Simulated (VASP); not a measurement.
Here is a VASP 6.6.1 calculation.

INCAR

```
SYSTEM = HfC
PREC = Accurate ; ENCUT = 600
EDIFF = 1E-7 ; ISMEAR = -1
SIGMA = 0.1 ; LREAL = .False.
LASPH = .True. ; NELM = 80
ALGO = Normal ; ISIF = 3
LWAVE = .False. ; LCHARG = .False.
GGA = PE ; IBRION = 2
NSW = 32 ; EDIFFG = -0.005
PSTRESS = 470.0
```

The input KPOINTS:

```
Automatic mesh
0
Gamma
  15 15 14
  0 0 0
```

File POSCAR:

```
HfC
1.0
    3.0331169449      0.0000000000      0.0000000000
   -1.5165584724      2.6267563269      0.0000000000
    0.0000000000      0.0000000000      2.7924540108
Hf C
1 1
Direct
    0.0000000000      0.0000000000      0.0000000000
    0.3333333333      0.6666666667      0.5000000000
```

Potentials or basis: VASP PAW PBE potentials, release 64 (Hf_pv, C).

Launch:

```console
$ cat potpaw_PBE.64/Hf_pv/POTCAR potpaw_PBE.64/C/POTCAR > POTCAR
$ mpirun -np 1 vasp_std > vasp.out
```

**Question.** Estimate the band gap on the k mesh.

**Answer.** Zero (bands 7 and 8 overlap by 0.52 eV).

**Question.** What does it give for the relaxed volume?

**Answer.** 11.10 Å³/atom.

**Question.** Predict the relaxed cell.

**Answer.** a = 3.033 Å, b = 3.033 Å, c = 2.788 Å, α = 90.00°, β = 90.00°, γ = 120.00°.

Final structure:
```
Hf C
1.0
     3.03290    0.00000    0.00000
    -1.51645    2.62657    0.00000
     0.00000    0.00000    2.78769
Hf C
1 1
Direct
  0.00000 0.00000 0.00000
  0.33333 0.66667 0.50000
```

Caveat: the cell is relaxed towards a set pressure, so the run minimises the enthalpy, not the energy; spin-orbit coupling is left out, which moves the levels of the heavy elements.
